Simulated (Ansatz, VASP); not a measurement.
## Two plane-wave programs on HfN

```
Hf N
1.0
     0.00000    1.92530    1.92530
     1.92530    0.00000    1.92530
     1.92530    1.92530    0.00000
Hf N
1 1
Direct
  0.00000 0.00000 0.00000
  0.50000 0.50000 0.50000
```

Change from the starting cell: volume scaled by 0.64, PAW files, partial_waves polarizable.

Alike in both runs: task single point; functional LDA; k mesh 15 × 15 × 15; occupations fermi-dirac, width 0.1 eV; no spin polarisation.

```csv
,VASP,Ansatz
version,VASP 6.6.1,Ansatz 0.2.0
potentials or method,"VASP PAW LDA potentials, release 64 (Hf_pv, N)","PAW with Ansatz's default frozen-core files, scalar-relativistic"
plane-wave cutoff (eV),520,420
valence electrons in the cell,15,31
```

VASP gave:

- pressure (GPa): 349.5

Task: Which values does Ansatz return?

Result: Pressure (GPa): 341.6.

LDA's correlation is that of Perdew and Zunger in VASP and of Perdew and Wang (1992) in Ansatz. Both programs put the cell under a high pressure, so it lies far from rest at this level. VASP's potentials hold 15 valence electrons a cell and Ansatz's 31, so a difference there can come from the potentials and not from the codes.

Neither program's run includes spin-orbit coupling. Noted on VASP's run: the cell as given lies far from equilibrium.
